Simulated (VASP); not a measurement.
# Hf3N2: relaxation of cell and atoms with PBEsol

The system is Hf3N2.

```
Hf N
1.0
     1.59943    0.92343    7.75484
    -1.59943    0.92343    7.75484
     0.00000   -1.84686    7.75484
Hf N
3 2
Direct
  0.77942 0.77942 0.77942
  0.22058 0.22058 0.22058
  0.00000 0.00000 0.00000
  0.61192 0.61192 0.61192
  0.38808 0.38808 0.38808
```

```
Program                : VASP 6.6.1
Task                   : relaxation of cell and atoms
Functional             : PBEsol
Potentials or basis    : VASP PAW PBE potentials, release 64 (Hf_pv, N)
Cutoff                 : 600 eV
k mesh                 : 1 × 1 × 1
Occupations            : gaussian, width 0.1 eV
Spin                   : no spin polarisation
Dipole correction      : no
Further INCAR settings : ALGO = Normal; EDIFF = 1e-06; IBRION = 2; EDIFFG = -0.01; NSW = 80; ISIF = 3
```

```json
{
  "Relaxed volume": "13.02 Å³/atom",
  "Relaxed cell": "a = 6.801 Å, b = 6.801 Å, c = 6.801 Å, α = 28.92°, β = 28.92°, γ = 28.92°",
  "Space group after relaxing (to 0.05 Å)": "R-3m (No. 166)",
  "Energy gained by relaxing": "3297.1 meV/atom",
  "Ionic steps": "31",
  "Pressure after relaxing": "0.0 GPa",
  "Band gap on the k mesh": "3.14 eV"
}
```

Forces in eV/Å, atoms in the order of the input:
```
Hf   0.000  0.000  0.001
Hf   0.000  0.000 -0.001
Hf   0.000  0.000  0.000
N    0.000  0.000  0.002
N    0.000  0.000 -0.002
```

The path:
```
step  energy change (eV)  largest force (eV/Å)  pressure (GPa)  volume (Å³)
   1              0.0000                4.0331           23.86        68.72
   2             -1.0496                6.9079          -27.37        91.13
   3             -1.2405                4.2327          -14.62        81.96
   4             -6.1553               10.8214          -30.83        84.00
   5            -11.9092                1.3923          -28.53        88.04
   6            -12.1685                5.3819          -39.59        87.05
   7            -12.4651                3.9567          -38.12        87.39
   8            -13.6140                1.3871          -27.98        82.67
   9            -13.6445                1.5815          -25.21        81.85
  10            -14.6159                1.7429          -21.83        78.49
  11            -15.9329                2.1484           -9.17        71.88
  12            -13.4579                3.1469           62.88        59.33
  13            -16.1087                2.3030           -2.29        69.63
  14            -16.1245                2.3766            1.18        68.69
  15            -16.2169                1.8127            0.65        68.55
  16            -16.3540                0.7911           -0.47        68.13
  17            -16.3574                0.8992           -0.58        68.05
  18            -16.3975                0.6818           -1.96        67.85
  19            -16.4497                0.0196           -5.56        67.22
  20            -16.4751                0.1069           -2.97        66.13
  21            -16.4827                0.1873           -0.50        65.17
  22            -16.4847                0.1214           -0.17        65.16
  23            -16.4853                0.0555            0.16        65.14
  24            -16.4854                0.0348           -0.02        65.18
  25            -16.4854                0.0183           -0.16        65.21
  26            -16.4855                0.0151           -0.13        65.18
  27            -16.4855                0.0269            0.06        65.11
  28            -16.4855                0.0237            0.05        65.13
  29            -16.4855                0.0109           -0.02        65.11
  30            -16.4855                0.0112           -0.06        65.11
  31            -16.4855                0.0024            0.01        65.08
```

Final structure:
```cif
data_structure
_symmetry_space_group_name_H-M 'P 1'
_symmetry_Int_Tables_number 1
_cell_length_a 6.8012
_cell_length_b 6.8012
_cell_length_c 6.8012
_cell_angle_alpha 28.924
_cell_angle_beta 28.924
_cell_angle_gamma 28.924
_cell_volume 65.08
loop_
_atom_site_label
_atom_site_type_symbol
_atom_site_fract_x
_atom_site_fract_y
_atom_site_fract_z
_atom_site_occupancy
Hf1 Hf 0.74526 0.74526 0.74526 1
Hf2 Hf 0.25474 0.25474 0.25474 1
Hf3 Hf 0.00000 0.00000 0.00000 1
N1 N 0.61830 0.61830 0.61830 1
N2 N 0.38170 0.38170 0.38170 1
```

Levels at points of the mesh, in eV from the valence-band top:
| k point | band 17 | band 18 | band 19 | band 20 | band 21 | band 22 | band 23 | band 24 |
| --- | --- | --- | --- | --- | --- | --- | --- | --- |
| (0.00, 0.00, 0.00) | -2.17 | -0.10 | 0.00 | 0.00 | 3.14 | 4.99 | 5.20 | 5.20 |

Run time: 12 min on 1 thread of Intel(R) Xeon(R) Platinum 8375C CPU @ 2.90GHz (Ice Lake), on a shared host, peak memory 0.63 GiB.

Caveat: the k points lie up to 2.16 Å⁻¹ apart in the final cell; the PAW data sets were made with another functional, which shifts forces and pressure a little; spin-orbit coupling is left out, which moves the levels of the heavy elements. A k mesh can miss the band edges.
